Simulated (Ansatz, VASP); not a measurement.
**In in VASP and in Ansatz**

```
CELL_PARAMETERS angstrom
-1.60176 1.60176 2.51106
1.60176 -1.60176 2.51106
1.60176 1.60176 -2.51106
ATOMIC_POSITIONS crystal
In 0.00000 0.00000 0.00000
```

Change from the starting cell: strain -0.015 along x and y, +0.015 along z, atoms carried along.

Alike in both runs: task single point; functional PBE; k mesh 20 × 20 × 20; occupations gaussian, width 0.15 eV; no spin polarisation.

|  | VASP | Ansatz |
| --- | --- | --- |
| version | VASP 6.6.1 | Ansatz 0.2.0 |
| potentials or method | VASP PAW PBE potentials, release 64 (In_d), cutoff 520 eV | scalar-relativistic, plane waves, PAW |
| valence electrons in the cell | 13 | 13 |

|  | VASP | Ansatz | Ansatz less VASP |
| --- | --- | --- | --- |
| gap on the k mesh at the Fermi level (eV) | none | none | - |
| pressure (GPa) | 2.7 | 2.7 | +0.01 |
| traceless stress, the component that is largest in VASP (GPa) | -0.11 | -0.11 | +0.006 |

A gap of «none» marks a metal or a gap that the smearing closes.
